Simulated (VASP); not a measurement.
# HfO2 (Fm-3m) in VASP: further runs, part 2 of 2

VASP 6.6.1.

**4. Relaxation of cell and atoms, PBE**

This run uses another cell than the first one, of 11.04 Å³/atom, 0.909 times its volume.

INCAR

```
SYSTEM = HfO2
PREC     = Accurate       ! precision mode
ENCUT    = 600            ! plane-wave cutoff, eV
EDIFF    = 1E-6           ! SCF threshold, eV
ISMEAR   = 0              ! smearing method
SIGMA    = 0.02           ! smearing width, eV
LREAL    = .False.        ! projectors in reciprocal space
LASPH    = .True.         ! aspherical terms in the spheres
NELM     = 100            ! most SCF steps
ALGO     = Normal         ! electronic algorithm
ISIF     = 3              ! what is computed and relaxed
LWAVE    = .False.        ! write WAVECAR
LCHARG   = .False.        ! write CHGCAR
GGA      = PE             ! functional
IBRION   = 2              ! ionic algorithm
NSW      = 100            ! ionic steps
EDIFFG   = -0.01          ! ionic threshold
```

KPOINTS

```
Automatic mesh
0
Gamma
  8 8 8
  0 0 0
```

POSCAR

```
HfO2
1.0
    0.0000000000      2.5485864389      2.5485864389
    2.5485864389      0.0000000000      2.5485864389
    2.5485864389      2.5485864389      0.0000000000
Hf O
1 2
Direct
    0.0000000000      0.0000000000      0.0000000000
    0.7500000000      0.7500000000      0.7500000000
    0.2500000000      0.2500000000      0.2500000000
```

Potentials or basis: VASP PAW PBE potentials, release 64 (Hf_pv, O).

Command:

```bash
> cat potpaw_PBE.64/Hf_pv/POTCAR potpaw_PBE.64/O/POTCAR > POTCAR
> mpirun -np 1 vasp_std > vasp.out
```

OUTCAR:

```text
SYSTEM = HfO2
   PREC = Accurate
   ENCUT = 600
   EDIFF = 1E-6
   ISMEAR = 0
   LREAL = .False.
   LASPH = .True.
   NELM = 100
   ISIF = 3
   GGA = PE
   IBRION = 2
   NSW = 100
   EDIFFG = -0.01

 ion  position               nearest neighbor table
   1  0.000  0.000  0.000-   2 2.21   2 2.21   2 2.21   2 2.21   3 2.21   3 2.21   3 2.21   3 2.21

   2  0.750  0.750  0.750-   1 2.21   1 2.21   1 2.21   1 2.21
   3  0.250  0.250  0.250-   1 2.21   1 2.21   1 2.21   1 2.21

  LATTYP: Found a face centered cubic cell.
 ALAT       =     5.0971728778

  Lattice vectors:

 A1 = (   0.0000000000,   2.5485864389,   2.5485864389)
 A2 = (   2.5485864389,   0.0000000000,   2.5485864389)
 A3 = (   2.5485864389,   2.5485864389,   0.0000000000)

Analysis of symmetry for initial positions (statically):
=====================================================================
 Subroutine PRICEL returns:
 Original cell was already a primitive cell.

 Routine SETGRP: Setting up the symmetry group for a
 face centered cubic supercell.

 Subroutine GETGRP returns: Found 48 space group operations
 (whereof 48 operations were pure point group operations)
 out of a pool of 48 trial point group operations.

The static configuration has the point symmetry O_h .

Analysis of symmetry for dynamics (positions and initial velocities):
=====================================================================
 Subroutine PRICEL returns:
 Original cell was already a primitive cell.

 Routine SETGRP: Setting up the symmetry group for a
 face centered cubic supercell.

 Subroutine GETGRP returns: Found 48 space group operations
 (whereof 48 operations were pure point group operations)
 out of a pool of 48 trial point group operations.

The dynamic configuration has the point symmetry O_h .

 Subroutine INISYM returns: Found 48 space group operations
 (whereof 48 operations are pure point group operations),
 and found     1 'primitive' translations

----------------------------------------------------------------------------------------

                                     Primitive cell

  volume of cell :      33.1076

  direct lattice vectors                    reciprocal lattice vectors
     0.000000000  2.548586439  2.548586439    -0.196187185  0.196187185  0.196187185
     2.548586439  0.000000000  2.548586439     0.196187185 -0.196187185  0.196187185
     2.548586439  2.548586439  0.000000000     0.196187185  0.196187185 -0.196187185

  length of vectors
     3.604245507  3.604245507  3.604245507     0.339806173  0.339806173  0.339806173

  position of ions in fractional coordinates (direct lattice)
     0.000000000  0.000000000  0.000000000
     0.750000000  0.750000000  0.750000000
     0.250000000  0.250000000  0.250000000

  ion indices of the primitive-cell ions
   primitive index   ion index
                 1           1
                 2           2
                 3           3

----------------------------------------------------------------------------------------

 KPOINTS: Automatic mesh
[... 52 lines left out ...]
   total plane-waves  NPLWV =  27000
   dimension x,y,z NGX =    30 NGY =   30 NGZ =   30
   dimension x,y,z NGXF=    60 NGYF=   60 NGZF=   60
   ions per type =               1   2
   NGX,Y,Z   is equivalent  to a cutoff of  13.84, 13.84, 13.84 a.u.
   NGXF,Y,Z  is equivalent  to a cutoff of  27.68, 27.68, 27.68 a.u.
 SYSTEM =  HfO2
   PREC   = accura    normal or accurate (medium, high low for compatibility)
   ISTART =      0    job   : 0-new  1-cont  2-samecut
   ICHARG =      2    charge: 1-file 2-atom 10-const
   ISPIN  =      1    spin polarized calculation?
   LNONCOLLINEAR =      F non collinear calculations
   LSORBIT =      F    spin-orbit coupling
   LASPH  =      T    aspherical Exc in radial PAW
   ENCUT  =  600.0 eV  44.10 Ry    6.64 a.u.   7.20  7.20  7.20*2*pi/ulx,y,z
   NELM   =    100;   NELMIN=  2; NELMDL= -5     # of ELM steps
   EDIFF  = 0.1E-05   stopping-criterion for ELM
   LREAL  =      F    real-space projection
   EDIFFG = -.1E-01   stopping-criterion for IOM
   NSW    =    100    number of steps for IOM
   IBRION =      2    ionic relax: 0-MD 1-quasi-New 2-CG
   NFREE  =      1    steps in history (QN), initial steepest desc. (CG)
   ISIF   =      3    stress and relaxation
   ISYM   =      2    0-nonsym 1-usesym 2-fastsym
   POTIM  = 0.5000    time-step for ionic-motion
   TEBEG  =    0.0;   TEEND  =   0.0 temperature during run
   PSTRESS=    0.0 pullay stress
   NELECT =      22.0000    total number of electrons
   NUPDOWN=      -1.0000    fix difference up-down
   EMIN   =  10.00;   EMAX   =-10.00  energy-range for DOS
   EFERMI =   0.00;   METHOD = LEGACY
   ISMEAR =     0;   SIGMA  =   0.02  broadening in eV -4-tet -1-fermi 0-gaus
   EFERMI_NEDOS =   21; number of points for ismear=-14 and -15
   IALGO  =     38    algorithm
   IMIX   =      4    mixing-type and parameters
     AMIX     =   0.40;   BMIX     =  1.00
     AMIX_MAG =   1.60;   BMIX_MAG =  1.00
  volume/ion in A,a.u.               =      11.04        74.47
  Fermi-wavevector in a.u.,A,eV,Ry     =   1.428586  2.699636 27.767554  2.040858
  Thomas-Fermi vector in A             =   2.548632
   LORBIT       =      0    0 simple, 1 ext, 2 COOP (PROOUT), +10 PAW based schemes
   GGA     = PE    functional components
   LHFCALC =     F    Hartree Fock is set to
   AEXX    =    0.0000 exact exchange contribution
   IVDW    =     0    specifies the selected vdW correction
   LEPSILON=     F    determine dielectric tensor
   LRPA    =     F    only Hartree local field effects (RPA)
 conjugate gradient relaxation of ions
 non-spin polarized calculation
 Gauss-broadening in eV      SIGMA  =   0.02
  energy-cutoff  :      600.00
  volume of cell :       33.11
 maximum number of plane-waves:      1124
 NGX is ok and might be reduce to    30
   NGX = 15   NGY = 15   NGZ = 15

--------------------------------------- Ionic step        1  -------------------------------------------

 number of electron      21.9999994 magnetization

 Free energy of the ion-electron system (eV)
  ---------------------------------------------------
  ext. energy  EPLUGINS =         0.00000000
  ---------------------------------------------------
  free energy    TOTEN  =       -30.24887616 eV

  energy without entropy =      -30.24887616  energy(sigma->0) =      -30.24887616

------------------------ aborting loop because EDIFF is reached ----------------------------------------

  FORCE on cell =-STRESS in cart. coord.  units (eV):
  Direction    XX          YY          ZZ          XY          YZ          ZX
  --------------------------------------------------------------------------------------
  -------------------------------------------------------------------------------------
  Total       -0.7875980     -0.7875980     -0.7875980      0.0000000     -0.0000000      0.0000000
  in kB      -38.1142222    -38.1142222    -38.1142222      0.0000000     -0.0000000      0.0000000
  external PRESSURE =     -38.1142222 kB  Pullay stress =       0.0000000 kB
[... 61 lines left out ...]
--------------------------------------- Ionic step        3  -------------------------------------------

 number of electron      21.9999997 magnetization

 Free energy of the ion-electron system (eV)
  ---------------------------------------------------
  ext. energy  EPLUGINS =         0.00000000
  ---------------------------------------------------
  free energy    TOTEN  =       -30.25509970 eV

  energy without entropy =      -30.25509970  energy(sigma->0) =      -30.25509970

 E-fermi :   4.4096     XC(G=0): -11.8355

 val. band max:        4.2725304364   @ k =   0.5000   0.5000   0.0000
 cond. band min:       8.0742445217   @ k =   0.5000   0.5000   0.0000
 fundamental gap:      3.8017140853
 Fermi energy:         4.4096020013

 k-point     1 :       0.0000    0.0000    0.0000
  band No.  band energies     occupation
      1     -25.4162      2.00000
      2     -25.4162      2.00000
      3     -25.4162      2.00000
      4     -14.4553      2.00000
      5     -11.4259      2.00000
      6      -1.0663      2.00000
      7      -1.0663      2.00000
      8      -1.0663      2.00000
      9       3.6663      2.00000
     10       3.6663      2.00000
     11       3.6663      2.00000
     12       8.1538      0.00000
     13       8.1538      0.00000
     14      10.1071      0.00000
[... 401 lines left out ...]
      2     -25.5895      2.00000
      3     -25.4934      2.00000
      4     -12.8662      2.00000
      5     -12.3159      2.00000
      6      -0.5509      2.00000
      7      -0.2022      2.00000
      8       0.7594      2.00000
      9       2.0538      2.00000
     10       2.9209      2.00000
     11       3.0238      2.00000
     12       8.8761      0.00000
     13       9.2782      0.00000
     14      11.2674      0.00000
     15      12.3613      0.00000

 [... further k-points ...]
[... 5 lines left out ...]
  --------------------------------------------------------------------------------------
  -------------------------------------------------------------------------------------
  Total       -0.0018268     -0.0018268     -0.0018268     -0.0000000      0.0000000      0.0000000
  in kB       -0.0897878     -0.0897878     -0.0897878     -0.0000000      0.0000000      0.0000000
  external PRESSURE =      -0.0897878 kB  Pullay stress =       0.0000000 kB
[... 18 lines left out ...]
  FREE ENERGIE OF THE ION-ELECTRON SYSTEM (eV)
  ---------------------------------------------------
  free  energy   TOTEN  =       -30.2550996994 eV

  energy  without entropy=      -30.2550996994  energy(sigma->0) =      -30.25509970

 reached required accuracy - stopping structural energy minimisation
```

Wall time 77 s (1 thread of AMD EPYC 7R43 (Zen 3), shared host); peak memory 0.15 GiB.

What came out:

```
Free energy                            : -30.2551 eV
Relaxed volume                         : 10.87 Å³/atom
Relaxed cell                           : a = 3.586 Å, b = 3.586 Å, c = 3.586 Å, α = 60.00°, β = 60.00°, γ = 60.00°
Space group after relaxing (to 0.05 Å) : Fm-3m (No. 225)
Energy gained by relaxing              : 2.1 meV/atom
Ionic steps                            : 3
Pressure after relaxing                : 0.0 GPa
Band gap on the k mesh                 : 3.80 eV, direct
```

Step by step:
```csv
step,energy change (eV),largest force (eV/Å),pressure (GPa),volume (Å³)
1,0.0000,0.0000,-3.81,33.11
2,0.0070,0.0000,5.91,31.87
3,-0.0062,0.0000,-0.01,32.60
```

Final structure:
```yaml
crystal:
  lattice:
    - [0.00000, 2.53542, 2.53542]
    - [2.53542, 0.00000, 2.53542]
    - [2.53542, 2.53542, 0.00000]
  atoms:
    - { symbol: Hf, position: [0.00000, 0.00000, 0.00000] }
    - { symbol: O, position: [0.75000, 0.75000, 0.75000] }
    - { symbol: O, position: [0.25000, 0.25000, 0.25000] }
```

Levels at points of the mesh, in eV from the valence-band top:
```
           k point  band 9  band 10  band 11  band 12  band 13  band 14
(0.00, 0.00, 0.00)   -0.61    -0.61    -0.61     3.88     3.88     5.83
(0.50, 0.00, 0.00)   -2.73    -1.83    -1.83     4.61     4.61     6.98
(0.50, 0.50, 0.00)   -1.53    -1.53     0.00     3.80     5.50     6.63
```

Caveat: spin-orbit coupling is left out, which moves the levels of the heavy elements. A k mesh can miss the band edges.

**5. Overview**

| task | level | cell | cutoff (eV) | gap on the mesh (eV) | pressure (GPa) |
| --- | --- | --- | --- | --- | --- |
| single point | PBE | a = 3.721 Å, angles 60.0°, 3 atoms | 520 | 3.49 | -22.0 |
| single point | r2SCAN | a = 3.605 Å, angles 60.0°, 3 atoms | 520 | 4.25 | -9.7 |
| relaxation of cell and atoms | PBE | relaxed from a = 3.604 Å, angles 60.0°, 3 atoms | 600 | 3.80 | 0.0 |

Alike in all rows: potentials or basis VASP PAW PBE potentials, release 64 (Hf_pv, O); no spin polarisation; k mesh 8 × 8 × 8; smearing gaussian 0.02 eV.

Caveats: spin-orbit coupling is left out, which moves the levels of the heavy elements; the PAW data sets were made with another functional, which shifts forces and pressure a little (some runs).

Absolute energies hang on the potentials; compare differences alone.
